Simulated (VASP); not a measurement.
Here is a VASP 6.6.1 calculation.

The input INCAR:

```
  ALGO = Normal
  EDIFF = 1E-6
  ENCUT = 520
  GGA = PE
  ISIF = 2
  ISMEAR = 0
  LASPH = T
  LCHARG = F
  LREAL = F
  LWAVE = F
  NBANDS = 31
  NELM = 60
  PREC = Accurate
  SIGMA = 0.1
```

Contents of KPOINTS:

```
k-points
0
Gamma
  12 12 4
```

File POSCAR:

```
MgCd2TeSe2
1.0
    4.0858471303      0.0000000000      0.0000000000
   -2.0429235652      3.5384474108      0.0000000000
    0.0000000000      0.0000000000     10.1396321890
Mg Cd Te Se
1 2 1 2
Direct
    0.0000000000      0.0000000000      0.5000000000
    0.6666666667      0.3333333333      0.8142493899
    0.3333333333      0.6666666667      0.1857506101
    0.0000000000      0.0000000000      0.0000000000
    0.6666666667      0.3333333333      0.3492568081
    0.3333333333      0.6666666667      0.6507431919
```

Potentials or basis: VASP PAW PBE potentials, release 64 (Mg, Cd, Te, Se).

Command:

```sh
$ cat potpaw_PBE.64/Mg/POTCAR potpaw_PBE.64/Cd/POTCAR potpaw_PBE.64/Te/POTCAR potpaw_PBE.64/Se/POTCAR > POTCAR
$ mpirun -np 1 vasp_std > vasp.out
```

Q: Predict the largest force.

A: 0.036 eV/Å.

Q: What does it give for the band gap on the k mesh?

A: Zero (band 22 reaches 3.69 eV, above the bottom of band 23 at 2.92 eV).

Q: Estimate the pressure.

A: 0.1 GPa.

Forces on the atoms (eV/Å):
```
Mg   0.000  0.000  0.000
Cd   0.000  0.000  0.001
Cd   0.000  0.000 -0.001
Te   0.000  0.000  0.000
Se   0.000  0.000  0.036
Se   0.000  0.000 -0.036
```

Caveat: spin-orbit coupling is left out, which moves the levels of the heavy elements.
